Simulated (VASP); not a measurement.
Nb, 1 atom in the cell. It takes space group I4/mmm (No. 139, tetragonal). Conventional cell: a = 3.378 Å, b = 3.378 Å, c = 3.428 Å, α = 90.00°, β = 90.00°, γ = 90.00°. Within 3.9 Å of Nb (site symmetry 4/mmm) lie 14 Nb at 2.94 to 3.43 Å.  This cell differs from its parent crystal: strain +0.015 along x and y, +0.030 along z.

```yaml
Program: VASP 6.6.1
Task: single point
Functional: PBEsol
Potentials_or_basis: VASP PAW PBE potentials, release 64 (Nb_sv)
Cutoff: 520 eV
k_mesh: 20 × 20 × 20
Occupations: gaussian, width 0.15 eV
Spin: no spin polarisation
Dipole_correction: no
Further_INCAR_settings: ALGO = Fast; EDIFF = 1e-07; NBANDS = 12
```

Potentials or basis: VASP PAW PBE potentials, release 64 (Nb_sv).

The run is started by

```bash
$ cat potpaw_PBE.64/Nb_sv/POTCAR > POTCAR
$ mpirun -np 1 vasp_std > vasp.out
```

Hardware: 1 thread of Intel(R) Xeon(R) 6975P-C (Granite Rapids), on a shared host.

**Question.** How long does it take, and how much memory?

**Answer.** Wall time 110 s on 1 thread of Intel(R) Xeon(R) 6975P-C (Granite Rapids), on a shared host, peak memory 0.26 GiB. Counts: scf iterations 27, k points 641.
